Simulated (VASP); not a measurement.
Wanted: the native input for a VASP 6.6.1 run.

```
Task                   : single point
Functional             : PBE
Potentials or basis    : VASP PAW PBE potentials, release 64 (Rh_pv)
Cutoff                 : 520 eV
k mesh                 : 22 × 22 × 16
Occupations            : gaussian, width 0.15 eV
Spin                   : no spin polarisation
Dipole correction      : no
Further INCAR settings : ALGO = Fast; EDIFF = 1e-06; NBANDS = 22
```

The structure of Rh lies in POSCAR:

```
Rh
1.0
    0.0000000000     -1.9149654119     -1.9149654119
    0.0000000000      1.9149654119     -1.9149654119
    3.8299308238      0.0000000000      0.0000000000
Rh
2
Direct
    0.5391651983      0.4608348017      0.5000000000
   -0.0391651983      0.0391651983      0.0000000000
```

This cell differs from its parent crystal: atoms displaced along a vibrational mode.

The input as run:

INCAR

```
SYSTEM = Rh
ALGO = Fast
EDIFF = 1E-6
ENCUT = 520
GGA = PE
ISIF = 2
ISMEAR = 0
LASPH = .True.
LCHARG = .True.
LELF = .True.
LREAL = .False.
LVHAR = .True.
LWAVE = .False.
NBANDS = 22
NELM = 60
PREC = Accurate
SIGMA = 0.15
```

KPOINTS

```
k-points
0
Gamma
  22 22 16
  0 0 0
```

Potentials or basis: VASP PAW PBE potentials, release 64 (Rh_pv).

Launch:

```console
$ cat potpaw_PBE.64/Rh_pv/POTCAR > POTCAR
$ mpirun -np 1 vasp_std > vasp.out
```

Results of the run:

The pressure is 6.0 GPa. The largest force is 1.911 eV/Å. The band gap on the k mesh is zero (bands 15 and 16 overlap by 2.08 eV).

Caveat: the cell differs from its parent crystal (atoms displaced along a vibrational mode); the stress differs along the axes, from -2 to 11 GPa; forces of over 1 eV/Å act on the atoms, so gaps and moduli don't describe the material at rest.

Run time: 3.1 min on 1 thread of Intel(R) Xeon(R) 6975P-C (Granite Rapids), with other jobs on the host, peak memory 0.61 GiB.
